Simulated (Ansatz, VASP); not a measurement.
AlN: VASP beside Ansatz

The input INCAR:

```
PREC = Accurate
ENCUT = 520
EDIFF = 1E-8
ISMEAR = -1
SIGMA = 0.02
LREAL = False
LASPH = True
NELM = 80
ALGO = Normal
ISIF = 2
LWAVE = False
LCHARG = False
GGA = PS
LEFG = True
NBANDS = 16
```

KPOINTS

```
Automatic mesh
0
Gamma
  11 11 6
```

Contents of POSCAR:

```
AlN
1.0
    3.1213377828      0.0000000000      0.0000000000
   -1.5606688914      2.7031578137      0.0000000000
    0.0000000000      0.0000000000      4.9945383275
Al N
2 2
Direct
    0.3333333333      0.6666666667      0.0000000000
    0.6666666667      0.3333333333      0.5000000000
    0.3333333333      0.6666666667      0.3850000000
    0.6666666667      0.3333333333      0.8850000000
```

Input for Ansatz:

```yaml
crystal:
  lattice:
    - [3.1213377828, 0.0, 0.0]
    - [-1.5606688914, 2.7031578137, 0.0]
    - [0.0, 0.0, 4.9945383275]
  atoms:
    - { symbol: Al, position: [0.3333333333, 0.6666666667, 0.0] }
    - { symbol: Al, position: [0.6666666667, 0.3333333333, 0.5] }
    - { symbol: "N", position: [0.3333333333, 0.6666666667, 0.385] }
    - { symbol: "N", position: [0.6666666667, 0.3333333333, 0.885] }
kpoints:
  mp_grid: { grid: [11, 11, 6] }
scf:
  occupations: { method: fermi_dirac, width: 0.02 }
hamiltonian:
  xc: pbesol
  pseudopotentials: { kind: all_electron, datasets: crystal }
output:
  forces: true
  stress: true
  eigenvalues: true
  efg: { contact_densities: true }
```

Change from the starting cell: volume scaled by 1.01, crystal datasets.

Alike in both runs: task electric field gradients; functional PBEsol; k mesh 11 × 11 × 6; occupations fermi-dirac, width 0.02 eV; no spin polarisation.

|  | VASP | Ansatz |
| --- | --- | --- |
| version | VASP 6.6.1 | Ansatz 0.2.0 |
| potentials or method | VASP PAW PBE potentials, release 64 (Al, N), cutoff 520 eV | all-electron PAW with datasets made for the crystal, scalar-relativistic |

```csv
,VASP,Ansatz,Ansatz less VASP
gap on the k mesh at the Fermi level (eV),4.00,4.00,-0.006
pressure (GPa),-1.5,-1.6,-0.10
"traceless stress, the component that is largest in VASP (GPa)",-1.16,-1.13,+0.028
rms of the force components (eV/Å),0.102,0.102,-0.0005
size of Vzz on the site where it differs most (V/Å²),8.4,8.2,-0.26
```

VASP's potentials were made for PBE, not for PBEsol. Atom by atom the forces differ by 0.000 eV/Å (rms over components). Ansatz ran all-electron here, and VASP with PAW potentials.
